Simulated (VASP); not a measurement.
# Si32HC32 (a cell with a defect) in VASP: single point with PBEsol

Aim: the single point of Si32HC32 (a cell with a defect) with PBEsol.

Everything below comes from runs of VASP 6.6.1. Logs are shortened: lines on timing, memory, paths and dates and some standing lists are left out, and cuts for length are marked.

## (1) The cell of the first run

The cell holds a defect, 65 atoms: a = 8.714 Å, b = 8.714 Å, c = 8.714 Å, α = 90.00°, β = 90.00°, γ = 90.00°.

## (2) Single point, PBEsol

File INCAR:

```
ALGO     = Normal         # electronic algorithm
EDIFF    = 1E-6           # SCF threshold, eV
ENCUT    = 520            # plane-wave cutoff, eV
GGA      = PS             # functional
ISIF     = 2              # what is computed and relaxed
ISMEAR   = -1             # smearing method
ISYM     = 0            
LASPH    = True           # aspherical terms in the spheres
LCHARG   = False          # write CHGCAR
LREAL    = Auto         
LWAVE    = False          # write WAVECAR
NBANDS   = 166            # bands
NELECT   = 258.0        
NELM     = 100            # most SCF steps
PREC     = Accurate       # precision mode
SIGMA    = 0.05           # smearing width, eV
```

File KPOINTS:

```
Automatic mesh
0
Gamma
  1 1 1
  0.25 0.25 0.25
```

File POSCAR:

```
Si32HC32
1.0
    8.7137060000      0.0000000000      0.0000000000
    0.0000000000      8.7137060000      0.0000000000
    0.0000000000      0.0000000000      8.7137060000
Si C H
32 32 1
Direct
    0.9970840000      0.9972650000      0.9979340000
    0.9977880000      0.9979730000      0.4977800000
    0.9993030000      0.4978440000      0.9979950000
    0.9974820000      0.4977950000      0.4985190000
    0.4976710000      0.9994700000      0.9979740000
    0.4976080000      0.9976580000      0.4985160000
    0.5020920000      0.5022520000      0.9943850000
    0.4980430000      0.4982190000      0.4970720000
    0.2483490000      0.2485290000      0.9983190000
    0.2478080000      0.2479990000      0.4980840000
    0.2463090000      0.7480470000      0.9981420000
    0.2483650000      0.7482340000      0.4986260000
    0.7478770000      0.2464770000      0.9981630000
    0.7480510000      0.2485450000      0.4986340000
    0.7433080000      0.7434850000      0.9935870000
    0.7478900000      0.7480720000      0.4965640000
    0.2475080000      0.9979560000      0.2480530000
    0.2482470000      0.9976540000      0.7478790000
    0.2482520000      0.4977790000      0.2477440000
    0.2467950000      0.4982350000      0.7483200000
    0.7476620000      0.9972630000      0.2473620000
    0.7477000000      0.9995070000      0.7479460000
    0.7477100000      0.4978460000      0.2495900000
    0.7441340000      0.5022590000      0.7523500000
    0.9977870000      0.2476820000      0.2480690000
    0.9974690000      0.2484310000      0.7478840000
    0.9970950000      0.7478400000      0.2473610000
    0.9993090000      0.7479060000      0.7479400000
    0.4976110000      0.2484140000      0.2477460000
    0.4980370000      0.2469920000      0.7483120000
    0.4976800000      0.7478760000      0.2495700000
    0.5020950000      0.7443000000      0.7523470000
    0.1228280000      0.1230060000      0.1231400000
    0.1230250000      0.1232180000      0.6231210000
    0.1230440000      0.6230950000      0.1242980000
    0.1233390000      0.6232640000      0.6222910000
    0.6229160000      0.1232040000      0.1242930000
    0.6230580000      0.1235330000      0.6222820000
    0.6227930000      0.6229470000      0.1294840000
    0.6234590000      0.6236290000      0.6177790000
    0.3741210000      0.3742740000      0.1226170000
    0.3732390000      0.3734310000      0.6235190000
    0.3729740000      0.8732190000      0.1233210000
    0.3741180000      0.8725390000      0.6243870000
    0.8730600000      0.3731410000      0.1233340000
    0.8723620000      0.3743010000      0.6243880000
    0.8715400000      0.8717070000      0.1218080000
    0.8730560000      0.8732530000      0.6232470000
    0.3728390000      0.1232050000      0.3733010000
    0.3720180000      0.1235230000      0.8733400000
    0.3720190000      0.6232470000      0.3736100000
    0.3674700000      0.6236250000      0.8737080000
    0.8728510000      0.1230100000      0.3731130000
    0.8740130000      0.1232280000      0.8732030000
    0.8740170000      0.6231060000      0.3733130000
    0.8791260000      0.6229730000      0.8730670000
    0.1230310000      0.3730330000      0.3733000000
    0.1233440000      0.3722030000      0.8733400000
    0.1228370000      0.8730430000      0.3731040000
    0.1230540000      0.8742000000      0.8731980000
    0.6230640000      0.3721940000      0.3736130000
    0.6234600000      0.3676820000      0.8737180000
    0.6229200000      0.8741990000      0.3733110000
    0.6227990000      0.8793680000      0.8730610000
    0.6229560000      0.6230550000      0.8731340000
```

Potentials or basis: VASP PAW PBE potentials, release 64 (Si, C, H).

The run is started by

```bash
cat potpaw_PBE.64/Si/POTCAR potpaw_PBE.64/C/POTCAR potpaw_PBE.64/H/POTCAR > POTCAR
mpirun -np 1 vasp_std > vasp.out
```

OUTCAR:

```text
EDIFF = 1E-6
   ENCUT = 520
   GGA = PS
   ISIF = 2
   ISMEAR = -1
   ISYM = 0
   LASPH = True
   LREAL = Auto
   NELECT = 258.0
   NELM = 100
   PREC = Accurate

 ion  position               nearest neighbor table
   1  0.997  0.997  0.998-  54 1.88  60 1.88  47 1.89  33 1.90  13 3.07  11 3.07  21 3.07  27 3.07
                            28 3.08  22 3.08  17 3.08  25 3.08  26 3.09  18 3.09   9 3.10  15 3.13
   2  0.998  0.998  0.498-  53 1.88  59 1.88  48 1.89  34 1.89  25 3.08  17 3.08  16 3.08  10 3.08
                            28 3.08  22 3.08  14 3.08  12 3.08  21 3.08  27 3.08  18 3.08  26 3.08
   3  0.999  0.498  0.998-  56 1.86  58 1.88  35 1.89  45 1.89  20 3.06  11 3.06   9 3.07  19 3.07
                            27 3.08  26 3.08  28 3.08  25 3.08  24 3.09  15 3.09  13 3.10  23 3.10
   4  0.997  0.498  0.499-  55 1.88  46 1.88  36 1.89  57 1.89  14 3.07  23 3.07  26 3.07  20 3.08
                            28 3.08  16 3.08  10 3.08  25 3.08  27 3.09  12 3.09  19 3.09  24 3.13
   5  0.498  0.999  0.998-  64 1.86  50 1.88  37 1.89  43 1.89  30 3.06  13 3.06   9 3.07  29 3.07
                            21 3.08  18 3.08  22 3.08  17 3.08  32 3.09  15 3.09  11 3.10  31 3.10
   6  0.498  0.998  0.499-  63 1.88  44 1.88  38 1.89  49 1.89  12 3.07  18 3.07  31 3.07  30 3.08
                            22 3.08  16 3.08  10 3.08  17 3.08  21 3.09  14 3.09  29 3.09  32 3.13
   7  0.502  0.502  0.994-  65 1.83  39 1.90  62 1.90  52 1.90  41 1.93  15 2.97  24 2.98  32 2.98
                            31 3.09  23 3.09  30 3.09  20 3.09  13 3.09  11 3.09  19 3.13  29 3.13
   8  0.498  0.498  0.497-  40 1.87  61 1.88  51 1.88  42 1.89  23 3.06  31 3.06  19 3.08  29 3.08
                            14 3.08  12 3.08  16 3.08  10 3.08  32 3.09  24 3.09  30 3.10  20 3.10
   9  0.248  0.249  0.998-  50 1.88  58 1.88  41 1.89  33 1.89   3 3.07   5 3.07  19 3.07  29 3.07
[... 78 lines left out ...]
  64  0.623  0.879  0.873-   5 1.86  22 1.86  32 1.90  15 1.90
  65  0.623  0.623  0.873-  15 1.82  24 1.82  32 1.83   7 1.83

IMPORTANT INFORMATION: All symmetrisations will be switched off!
NOSYMM: (Re-)initialisation of all symmetry stuff for point group C_1.

----------------------------------------------------------------------------------------

                                     Primitive cell

  volume of cell :     661.6201

  direct lattice vectors                    reciprocal lattice vectors
     8.713706000  0.000000000  0.000000000     0.114761733  0.000000000  0.000000000
     0.000000000  8.713706000  0.000000000     0.000000000  0.114761733  0.000000000
     0.000000000  0.000000000  8.713706000     0.000000000  0.000000000  0.114761733

  length of vectors
     8.713706000  8.713706000  8.713706000     0.114761733  0.114761733  0.114761733

  position of ions in fractional coordinates (direct lattice)
     0.997084000  0.997265000  0.997934000
     0.997788000  0.997973000  0.497780000
     0.999303000  0.497844000  0.997995000
[... 195 lines left out ...]
   EFERMI =   0.00;   METHOD = LEGACY
   ISMEAR =    -1;   SIGMA  =   0.05  broadening in eV -4-tet -1-fermi 0-gaus
   EFERMI_NEDOS =   21; number of points for ismear=-14 and -15
   IALGO  =     38    algorithm
   IMIX   =      4    mixing-type and parameters
     AMIX     =   0.40;   BMIX     =  1.00
     AMIX_MAG =   1.60;   BMIX_MAG =  1.00
  volume/ion in A,a.u.               =      10.18        68.69
  Fermi-wavevector in a.u.,A,eV,Ry     =   1.196039  2.260185 19.463245  1.430508
  Thomas-Fermi vector in A             =   2.331989
   LORBIT       =      0    0 simple, 1 ext, 2 COOP (PROOUT), +10 PAW based schemes
   GGA     = PS    functional components
   LHFCALC =     F    Hartree Fock is set to
   AEXX    =    0.0000 exact exchange contribution
   IVDW    =     0    specifies the selected vdW correction
   LEPSILON=     F    determine dielectric tensor
   LRPA    =     F    only Hartree local field effects (RPA)
 non-spin polarized calculation
  energy-cutoff  :      520.00
  volume of cell :      661.62
 maximum number of plane-waves:     17779
 NGX is ok and might be reduce to    70
   NGX = 33   NGY = 33   NGZ = 33

 number of electron     257.9999998 magnetization

 Free energy of the ion-electron system (eV)
  ---------------------------------------------------
  ext. energy  EPLUGINS =         0.00000000
  ---------------------------------------------------
  free energy    TOTEN  =      -501.49508863 eV

  energy without entropy =     -501.49508861  energy(sigma->0) =     -501.49508862

 E-fermi :   9.2433     XC(G=0): -11.5441

 val. band max:        8.2903282262   @ k =   0.2500  -0.2500   0.2500
 cond. band min:      10.2292222856   @ k =   0.2500   0.2500   0.2500
 fundamental gap:      1.9388940594
 Fermi energy:         9.2432749868

 k-point     1 :       0.2500    0.2500    0.2500
  band No.  band energies     occupation
      1      -7.0922      2.00000
      2      -6.3310      2.00000
      3      -6.2660      2.00000
      4      -6.2659      2.00000
      5      -5.5560      2.00000
      6      -5.4991      2.00000
[... 565 lines left out ...]
    140      12.3283      0.00000
    141      12.3293      0.00000
 [bands above 141 left out]

------------------------ aborting loop because EDIFF is reached ----------------------------------------

  FORCE on cell =-STRESS in cart. coord.  units (eV):
  Direction    XX          YY          ZZ          XY          YZ          ZX
  --------------------------------------------------------------------------------------
  -------------------------------------------------------------------------------------
  Total       15.7142956     15.7068272     15.7272648     -0.6446858     -0.6461833     -0.6560641
  in kB       38.0536915     38.0356061     38.0850976     -1.5611692     -1.5647955     -1.5887228
  external PRESSURE =      38.0581317 kB  Pullay stress =       0.0000000 kB

 VOLUME and BASIS-vectors are now :
 -----------------------------------------------------------------------------
  energy-cutoff  :      520.00
  volume of cell :      661.62
      direct lattice vectors                 reciprocal lattice vectors
     8.713706000  0.000000000  0.000000000     0.114761733  0.000000000  0.000000000
     0.000000000  8.713706000  0.000000000     0.000000000  0.114761733  0.000000000
     0.000000000  0.000000000  8.713706000     0.000000000  0.000000000  0.114761733

 POSITION                                       TOTAL-FORCE (eV/Angst)
 -----------------------------------------------------------------------------------
      8.68830      8.68987      8.69570         0.031649      0.030813      0.073581
      8.69443      8.69604      4.33751         0.048838      0.048291      0.045424
      8.70763      4.33807      8.69624         0.036098      0.046183      0.042484
      8.69176      4.33764      4.34395         0.039830      0.044497      0.054839
      4.33656      8.70909      8.69605         0.042235      0.039285      0.046950
      4.33601      8.69330      4.34392         0.044221      0.039584      0.054693
[... 57 lines left out ...]
      5.42689      7.66255      7.60760         0.014542     -0.045984      0.007232
      5.42826      5.42912      7.60823         0.012247      0.019252      0.021469
 -----------------------------------------------------------------------------------
    total drift:                                0.042270      0.059189      0.006783

  FREE ENERGIE OF THE ION-ELECTRON SYSTEM (eV)
  ---------------------------------------------------
  free  energy   TOTEN  =      -501.4950886291 eV

  energy  without entropy=     -501.4950886078  energy(sigma->0) =     -501.49508862
```

It took 18 min on 1 thread of AMD EPYC 7R43 (Zen 3), shared host; peak memory 0.8 GiB.

Results:

| Quantity | Value |
| --- | --- |
| Free energy | -501.4951 eV |
| Largest force | 0.140 eV/Å |

Forces in eV/Å, atoms in the order of the input:
```
Si   0.032  0.031  0.074
Si   0.049  0.048  0.045
Si   0.036  0.046  0.042
Si   0.040  0.044  0.055
Si   0.042  0.039  0.047
Si   0.044  0.040  0.055
Si   0.000  0.005  0.014
Si   0.051  0.052  0.027
Si   0.039  0.038  0.062
Si   0.038  0.036  0.039
Si   0.044  0.032  0.037
Si   0.038  0.059  0.040
Si   0.030  0.046  0.035
Si   0.059  0.038  0.039
Si   0.014  0.016  0.020
Si   0.032  0.032  0.048
Si   0.045  0.050  0.048
Si   0.054  0.041  0.044
Si   0.054  0.044  0.039
Si   0.023  0.048  0.047
Si   0.070  0.032  0.031
Si   0.046  0.035  0.040
Si   0.046  0.040  0.038
Si   0.011  0.001  0.004
Si   0.049  0.043  0.048
Si   0.042  0.053  0.045
Si   0.032  0.070  0.031
Si   0.032  0.040  0.045
Si   0.045  0.053  0.040
Si   0.051  0.023  0.051
Si   0.041  0.045  0.040
Si  -0.001  0.013  0.008
C   -0.027 -0.026 -0.033
C   -0.037 -0.037 -0.025
C   -0.033 -0.036 -0.030
C   -0.058 -0.049 -0.031
C   -0.036 -0.033 -0.030
C   -0.047 -0.056 -0.029
C    0.013  0.017 -0.058
C   -0.078 -0.079 -0.075
C   -0.049 -0.045 -0.072
C   -0.041 -0.041 -0.040
C   -0.031 -0.041 -0.038
C   -0.044 -0.075 -0.044
C   -0.041 -0.031 -0.037
C   -0.074 -0.045 -0.046
C    0.005  0.009  0.006
C   -0.040 -0.041 -0.029
C   -0.030 -0.041 -0.043
C   -0.035 -0.059 -0.050
C   -0.033 -0.052 -0.059
C   -0.049 -0.088 -0.087
C   -0.037 -0.025 -0.028
C   -0.037 -0.039 -0.042
C   -0.037 -0.040 -0.040
C   -0.030  0.017  0.006
C   -0.041 -0.031 -0.042
C   -0.061 -0.032 -0.049
C   -0.027 -0.039 -0.027
C   -0.038 -0.038 -0.043
C   -0.050 -0.034 -0.058
C   -0.088 -0.061 -0.091
C   -0.041 -0.039 -0.040
C    0.015 -0.046  0.007
H    0.012  0.019  0.021
```

Caveat: the k points lie up to 0.72 Å⁻¹ apart; the cell carries a net charge on a neutralising background, which shifts energy and pressure; the cell is charged against a uniform background, so pressure and absolute levels hang on convention; the PAW data sets were made with another functional, which shifts forces and pressure a little.
